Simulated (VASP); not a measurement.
Wanted: the native input for a VASP 6.6.1 run.

- Task: single point
- Functional: PBE
- Potentials or basis: VASP PAW PBE potentials, release 64 (Ta_pv, Mo_sv)
- Cutoff: 520 eV
- k mesh: 6 × 6 × 6
- Occupations: gaussian, width 0.1 eV
- Spin: no spin polarisation
- Dipole correction: no
- Further INCAR settings: ALGO = Fast; EDIFF = 1e-07; NBANDS = 25

The structure of Ta2Mo lies in POSCAR:

```
Ta2Mo
1.0
    0.0000000000      3.1339201400      3.1339201400
    3.1339201400      0.0000000000      3.1339201400
    3.1339201400      3.1339201400      0.0000000000
Ta Mo
2 1
Direct
    0.2500000000      0.2500000000      0.2500000000
    0.7500000000      0.7500000000      0.7500000000
    0.0000000000      0.0000000000      0.0000000000
```

One way to write it, as run:

INCAR

```
SYSTEM = Ta2Mo
PREC = Accurate ; ENCUT = 520
EDIFF = 1E-7 ; ISMEAR = 0
SIGMA = 0.1 ; LREAL = .False.
LASPH = .True. ; NELM = 80
ALGO = Fast ; ISIF = 2
LWAVE = .False. ; LCHARG = .False.
GGA = PE ; NBANDS = 25
```

KPOINTS

```
Automatic mesh
0
Gamma
  6 6 6
  0 0 0
```

Potentials or basis: VASP PAW PBE potentials, release 64 (Ta_pv, Mo_sv).

The run is started by

```console
$ cat potpaw_PBE.64/Ta_pv/POTCAR potpaw_PBE.64/Mo_sv/POTCAR > POTCAR
$ mpirun -np 1 vasp_std > vasp.out
```

It gave:

The pressure is -0.3 GPa and the band gap on the k mesh is zero (band 18 reaches 7.09 eV, above the bottom of band 19 at 4.82 eV).

Caveat: spin-orbit coupling is left out, which moves the levels of the heavy elements.

Run time: 57 s on 1 thread of Intel(R) Xeon(R) Platinum 8375C CPU @ 2.90GHz (Ice Lake) (shared host), peak memory 0.21 GiB.
